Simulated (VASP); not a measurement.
# As in VASP: further runs

The runs below take As through single point, with LDA, PBEsol.

All numbers are computed with VASP 6.6.1; they aren't measurements. Logs are shortened: lines on timing, memory, paths and dates and some standing lists are left out, and cuts for length are marked.

**1. The cell of the first run**

The cell holds a slab with vacuum, 2 atoms: a = 3.513 Å, b = 3.513 Å, c = 26.416 Å, α = 90.00°, β = 90.00°, γ = 120.00°.

**2. Single point, LDA**

INCAR reads:

```
SYSTEM = As
ALGO = Normal
DIPOL = 0.5 0.5 0.347
EDIFF = 1E-7
ENCUT = 520
GGA = CA
IDIPOL = 3
ISIF = 2
ISMEAR = -1
LASPH = .TRUE.
LCHARG = .FALSE.
LDIPOL = .TRUE.
LREAL = .FALSE.
LWAVE = .FALSE.
NBANDS = 12
NELM = 100
PREC = Accurate
SIGMA = 0.02
```

KPOINTS reads:

```
k-points
0
G
  12 12 1
  0 0 0
```

POSCAR reads:

```
As
1.0
    3.5131999719      0.0000000000      0.0000000000
   -1.7565999859      3.0425204243      0.0000000000
    0.0000000000      0.0000000000     26.4156438000
As
2
Direct
    0.3333333333      0.6666666667      0.3203839930
    0.6666666667      0.3333333333      0.3726834196
```

Potentials or basis: VASP PAW LDA potentials, release 64 (As).

Started as:

```sh
$ cat potpaw_LDA.64/As/POTCAR > POTCAR
$ mpirun -np 1 vasp_std > vasp.out
```

OUTCAR:

```text
SYSTEM = As
   EDIFF = 1E-7
   ENCUT = 520
   GGA = CA
   ISIF = 2
   ISMEAR = -1
   LASPH = .TRUE.
   LREAL = .FALSE.
   NELM = 100
   PREC = Accurate

 ion  position               nearest neighbor table
   1  0.333  0.667  0.320-   2 2.45   2 2.45   2 2.45
   2  0.667  0.333  0.373-   1 2.45   1 2.45   1 2.45

  LATTYP: Found a hexagonal cell.
 ALAT       =     3.5131999719
 C/A-ratio  =     7.5189696036

  Lattice vectors:

 A1 = (   3.5131999719,   0.0000000000,   0.0000000000)
 A2 = (  -1.7565999859,   3.0425204243,   0.0000000000)
 A3 = (   0.0000000000,   0.0000000000,  26.4156438000)

Analysis of symmetry for initial positions (statically):
=====================================================================
 Subroutine PRICEL returns:
 Original cell was already a primitive cell.

 Routine SETGRP: Setting up the symmetry group for a
 hexagonal supercell.

 Subroutine GETGRP returns: Found 12 space group operations
 (whereof  6 operations were pure point group operations)
 out of a pool of 24 trial point group operations.

The static configuration has the point symmetry C_3v.
 The point group associated with its full space group is D_3d.

Analysis of symmetry for dynamics (positions and initial velocities):
=====================================================================
 Subroutine PRICEL returns:
 Original cell was already a primitive cell.

 Routine SETGRP: Setting up the symmetry group for a
 hexagonal supercell.

 Subroutine GETGRP returns: Found 12 space group operations
 (whereof  6 operations were pure point group operations)
 out of a pool of 24 trial point group operations.

The dynamic configuration has the point symmetry C_3v.
 The point group associated with its full space group is D_3d.

 Subroutine INISYM returns: Found 12 space group operations
 (whereof  6 operations are pure point group operations),
 and found     1 'primitive' translations

----------------------------------------------------------------------------------------

                                     Primitive cell

  volume of cell :     282.3564

  direct lattice vectors                    reciprocal lattice vectors
     3.513199972  0.000000000  0.000000000     0.284640786  0.164337434  0.000000000
    -1.756599986  3.042520424  0.000000000     0.000000000  0.328674868  0.000000000
     0.000000000  0.000000000 26.415643800     0.000000000  0.000000000  0.037856355

  length of vectors
     3.513199972  3.513199972 26.415643800     0.328674868  0.328674868  0.037856355

  position of ions in fractional coordinates (direct lattice)
     0.333333333  0.666666667  0.320383993
     0.666666667  0.333333333  0.372683420

  ion indices of the primitive-cell ions
   primitive index   ion index
                 1           1
                 2           2

----------------------------------------------------------------------------------------

 KPOINTS: k-points

Automatic generation of k-mesh.
 Grid dimensions read from file:
 generate k-points for:   12   12    1

 Generating k-lattice:

  Cartesian coordinates                     Fractional coordinates (reciprocal lattice)
     0.023720065  0.013694786  0.000000000     0.083333333  0.000000000  0.000000000
     0.000000000  0.027389572  0.000000000     0.000000000  0.083333333  0.000000000
     0.000000000  0.000000000  0.037856355     0.000000000  0.000000000  1.000000000

  Length of vectors
     0.027389572  0.027389572  0.037856355

  Shift w.r.t. Gamma in fractional coordinates (k-lattice)
     0.000000000  0.000000000  0.000000000

 Subroutine IBZKPT returns following result:
 ===========================================

 Found     19 irreducible k-points:

 Following reciprocal coordinates:
            Coordinates               Weight
  0.000000  0.000000  0.000000      1.000000
  0.083333  0.000000  0.000000      6.000000
  0.166667  0.000000  0.000000      6.000000
  0.250000  0.000000  0.000000      6.000000
  0.333333  0.000000  0.000000      6.000000
  0.416667  0.000000  0.000000      6.000000
[... 11 lines left out ...]
  0.333333  0.250000  0.000000     12.000000
  0.333333  0.333333  0.000000      2.000000
   k-points           NKPTS =     19   k-points in BZ     NKDIM =     19   number of bands    NBANDS=     12
   number of dos      NEDOS =    301   number of ions     NIONS =      2
   total plane-waves  NPLWV = 153664
   dimension x,y,z NGX =    28 NGY =   28 NGZ =  196
   dimension x,y,z NGXF=    56 NGYF=   56 NGZF=  392
   ions per type =               2
   NGX,Y,Z   is equivalent  to a cutoff of  13.25, 13.25, 12.34 a.u.
   NGXF,Y,Z  is equivalent  to a cutoff of  26.50, 26.50, 24.67 a.u.
 SYSTEM =  As
   PREC   = accura    normal or accurate (medium, high low for compatibility)
   ISTART =      0    job   : 0-new  1-cont  2-samecut
   ICHARG =      2    charge: 1-file 2-atom 10-const
   ISPIN  =      1    spin polarized calculation?
   LNONCOLLINEAR =      F non collinear calculations
   LSORBIT =      F    spin-orbit coupling
   LASPH  =      T    aspherical Exc in radial PAW
   ENCUT  =  520.0 eV  38.22 Ry    6.18 a.u.   6.53  6.53 49.12*2*pi/ulx,y,z
   NELM   =    100;   NELMIN=  2; NELMDL= -5     # of ELM steps
   EDIFF  = 0.1E-06   stopping-criterion for ELM
   LREAL  =      F    real-space projection
   EDIFFG = 0.1E-05   stopping-criterion for IOM
   NSW    =      0    number of steps for IOM
   IBRION =     -1    ionic relax: 0-MD 1-quasi-New 2-CG
   NFREE  =      0    steps in history (QN), initial steepest desc. (CG)
   ISIF   =      2    stress and relaxation
   ISYM   =      2    0-nonsym 1-usesym 2-fastsym
   POTIM  = 0.5000    time-step for ionic-motion
   TEBEG  =    0.0;   TEEND  =   0.0 temperature during run
   PSTRESS=    0.0 pullay stress
   NELECT =      10.0000    total number of electrons
   NUPDOWN=      -1.0000    fix difference up-down
   EMIN   =  10.00;   EMAX   =-10.00  energy-range for DOS
   EFERMI =   0.00;   METHOD = LEGACY
   ISMEAR =    -1;   SIGMA  =   0.02  broadening in eV -4-tet -1-fermi 0-gaus
   EFERMI_NEDOS =   21; number of points for ismear=-14 and -15
   IALGO  =     38    algorithm
   IMIX   =      4    mixing-type and parameters
     AMIX     =   0.40;   BMIX     =  1.00
     AMIX_MAG =   1.60;   BMIX_MAG =  1.00
  volume/ion in A,a.u.               =     141.18       952.72
  Fermi-wavevector in a.u.,A,eV,Ry     =   0.537620  1.015955  3.932568  0.289036
  Thomas-Fermi vector in A             =   1.563478
   LORBIT       =      0    0 simple, 1 ext, 2 COOP (PROOUT), +10 PAW based schemes
   GGA     = CA    functional components
   LHFCALC =     F    Hartree Fock is set to
   AEXX    =    0.0000 exact exchange contribution
   IVDW    =     0    specifies the selected vdW correction
   LEPSILON=     F    determine dielectric tensor
   LRPA    =     F    only Hartree local field effects (RPA)
 non-spin polarized calculation
  energy-cutoff  :      520.00
  volume of cell :      282.36
 maximum number of plane-waves:      7689
 NGX is ok and might be reduce to    28
   NGX = 13   NGY = 13   NGZ = 99

 dipolmoment           0.000000      0.000000     -0.000000 electrons x Angstroem

 number of electron      10.0000000 magnetization

 dipolmoment           0.000000      0.000000      0.000000 electrons x Angstroem

 Free energy of the ion-electron system (eV)
  ---------------------------------------------------
  ext. energy  EPLUGINS =         0.00000000
  ---------------------------------------------------
  free energy    TOTEN  =       -10.46073926 eV

  energy without entropy =      -10.46073926  energy(sigma->0) =      -10.46073926

 E-fermi :  -3.5323     XC(G=0):  -2.0661

 val. band max:       -3.9641408006   @ k =   0.0000   0.0000   0.0000
 cond. band min:      -2.5307518574   @ k =   0.3333   0.0000   0.0000
 fundamental gap:      1.4333889432
 Fermi energy:        -3.5323287488

 k-point     1 :       0.0000    0.0000    0.0000
  band No.  band energies     occupation
      1     -18.0505      2.00000
      2     -11.3634      2.00000
      3      -4.7916      2.00000
      4      -3.9641      2.00000
      5      -3.9641      2.00000
      6      -1.8500      0.00000
      7      -0.3735      0.00000
      8      -0.3735      0.00000
      9       0.9150      0.00000
     10       1.2684      0.00000
     11       1.7056      0.00000
     12       1.9876      0.00000

 k-point     2 :       0.0833    0.0000    0.0000
  band No.  band energies     occupation
      1     -17.9512      2.00000
      2     -11.3342      2.00000
      3      -4.9393      2.00000
      4      -4.7336      2.00000
      5      -4.1949      2.00000
      6      -1.2454      0.00000
      7      -0.4636      0.00000
      8      -0.1387      0.00000
      9       1.0666      0.00000
     10       1.3811      0.00000
     11       1.8169      0.00000
     12       2.1037      0.00000

 k-point     3 :       0.1667    0.0000    0.0000
  band No.  band energies     occupation
      1     -17.6559      2.00000
      2     -11.2961      2.00000
      3      -6.4029      2.00000
      4      -4.6999      2.00000
      5      -4.5944      2.00000
      6      -1.7200      0.00000
      7       0.2876      0.00000
      8       0.3107      0.00000
      9       1.4216      0.00000
     10       1.7397      0.00000
     11       2.1489      0.00000
     12       2.4394      0.00000

 k-point     4 :       0.2500    0.0000    0.0000
  band No.  band energies     occupation
      1     -17.1744      2.00000
      2     -11.4354      2.00000
      3      -7.5371      2.00000
      4      -5.2281      2.00000
      5      -4.5297      2.00000
      6      -2.3598      0.00000
      7       0.3936      0.00000
      8       0.6148      0.00000
      9       1.7413      0.00000
     10       2.2765      0.00000
     11       2.6991      0.00000
     12       2.9654      0.00000

 k-point     5 :       0.3333    0.0000    0.0000
  band No.  band energies     occupation
      1     -16.5325      2.00000
      2     -12.0070      2.00000
      3      -7.9762      2.00000
      4      -5.6543      2.00000
      5      -4.8391      2.00000
      6      -2.5308      0.00000
      7      -0.2190      0.00000
      8       0.6954      0.00000
      9       2.4493      0.00000
     10       2.6403      0.00000
     11       3.3794      0.00000
     12       3.7362      0.00000
[... 153 lines left out ...]
      1     -15.0867      2.00000
      2     -13.4765      2.00000
      3      -8.0729      2.00000
      4      -6.6746      2.00000
      5      -5.7331      2.00000
      6      -1.4786      0.00000
      7      -0.2748      0.00000
      8       0.1666      0.00000
      9       2.7015      0.00000
     10       4.8872      0.00000
     11       5.0314      0.00000
     12       5.2022      0.00000

 k-point    17 :       0.2500    0.2500    0.0000
  band No.  band energies     occupation
      1     -15.5751      2.00000
      2     -12.8451      2.00000
      3      -8.0786      2.00000
      4      -7.2134      2.00000
      5      -5.1406      2.00000
      6      -1.5211      0.00000
      7      -0.5819      0.00000
      8       1.0998      0.00000
      9       3.5785      0.00000
     10       3.6876      0.00000
     11       4.3303      0.00000
     12       4.5359      0.00000

 k-point    18 :       0.3333    0.2500    0.0000
  band No.  band energies     occupation
      1     -14.8760      2.00000
      2     -13.5545      2.00000
      3      -8.5249      2.00000
      4      -6.6699      2.00000
      5      -5.6759      2.00000
      6      -1.9536      0.00000
      7       0.0682      0.00000
      8       0.7845      0.00000
      9       3.7823      0.00000
     10       4.3529      0.00000
     11       4.7687      0.00000
     12       5.3320      0.00000

 k-point    19 :       0.3333    0.3333    0.0000
  band No.  band energies     occupation
      1     -14.1942      2.00000
      2     -14.1942      2.00000
      3      -8.7881      2.00000
      4      -6.1429      2.00000
      5      -6.1429      2.00000
      6      -2.2346      0.00000
      7       0.6102      0.00000
      8       0.6102      0.00000
      9       4.0122      0.00000
     10       5.1197      0.00000
     11       5.1197      0.00000
     12       5.8914      0.00000

------------------------ aborting loop because EDIFF is reached ----------------------------------------

 vacuum level on the upper side and lower side of the slab       (xc-potential included)        -0.010        -0.010

  FORCE on cell =-STRESS in cart. coord.  units (eV):
  Direction    XX          YY          ZZ          XY          YZ          ZX
  --------------------------------------------------------------------------------------
  -------------------------------------------------------------------------------------
  Total        0.1255681      0.1255681      0.1828633      0.0000000      0.0000000      0.0000000
  in kB        0.7125124      0.7125124      1.0376231      0.0000000      0.0000000      0.0000000
  external PRESSURE =       0.8208826 kB  Pullay stress =       0.0000000 kB

 VOLUME and BASIS-vectors are now :
 -----------------------------------------------------------------------------
  energy-cutoff  :      520.00
  volume of cell :      282.36
      direct lattice vectors                 reciprocal lattice vectors
     3.513199972  0.000000000  0.000000000     0.284640786  0.164337434  0.000000000
    -1.756599986  3.042520424  0.000000000     0.000000000  0.328674868  0.000000000
     0.000000000  0.000000000 26.415643800     0.000000000  0.000000000  0.037856355

 POSITION                                       TOTAL-FORCE (eV/Angst)
 -----------------------------------------------------------------------------------
     -0.00000      2.02835      8.46315         0.000000     -0.000000     -0.133229
      1.75660      1.01417      9.84467        -0.000000      0.000000      0.133229
 -----------------------------------------------------------------------------------
    total drift:                               -0.000000      0.000000      0.000005

  FREE ENERGIE OF THE ION-ELECTRON SYSTEM (eV)
  ---------------------------------------------------
  free  energy   TOTEN  =       -10.4607392606 eV

  energy  without entropy=      -10.4607392606  energy(sigma->0) =      -10.46073926

 vacuum level on the upper side and lower side of the slab         1.522         1.522
```

Wall time 38 s (1 thread of Intel Xeon 6975P-C (Granite Rapids), shared host); peak memory 0.31 GiB.

What came out:

```
Free energy            : -10.4607 eV
Largest force          : 0.133 eV/Å
Band gap on the k mesh : 1.43 eV, indirect (least direct gap 2.11 eV)
```

Forces on the atoms (eV/Å):
```
As   0.000  0.000 -0.133
As   0.000  0.000  0.133
```

(Part 1 of 2 ends here.)
